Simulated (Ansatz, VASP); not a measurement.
Ge7I: VASP beside Ansatz

```
Ge I
1.0
     0.00000    4.42428    4.42428
     4.42428    0.00000    4.42428
     4.42428    4.42428    0.00000
Ge I
7 1
Direct
  0.50000 0.00000 0.00000
  0.00000 0.50000 0.50000
  0.00000 0.50000 0.00000
  0.50000 0.00000 0.50000
  0.00000 0.00000 0.50000
  0.50000 0.50000 0.00000
  0.50000 0.50000 0.50000
  0.00000 0.00000 0.00000
```

Alike in both runs: functional PBE; k mesh 4 × 4 × 4; occupations gaussian, width 0.1 eV; no spin polarisation.

Ansatz relaxed the structure, and its values are those at the end. VASP's run is a single point on that final structure, the one shown.

```csv
,VASP,Ansatz
version,VASP 6.6.1,Ansatz 0.2.0
potentials or method,"VASP PAW PBE potentials, release 64 (Ge_d, I), cutoff 520 eV","scalar-relativistic, plane waves, PAW"
valence electrons in the cell,105,115
```

```csv
,VASP,Ansatz,Ansatz less VASP
gap on the k mesh at the Fermi level (eV),none,none,-
pressure (GPa),0.4,0.4,-0.01
```

A gap of «none» marks a metal or a gap that the smearing closes. With one functional, cell and mesh, what is left measures potentials, basis and numerics. VASP's potentials hold 105 valence electrons a cell and Ansatz's 115, so a difference there can come from the potentials and not from the codes.

Spin-orbit coupling is off throughout.
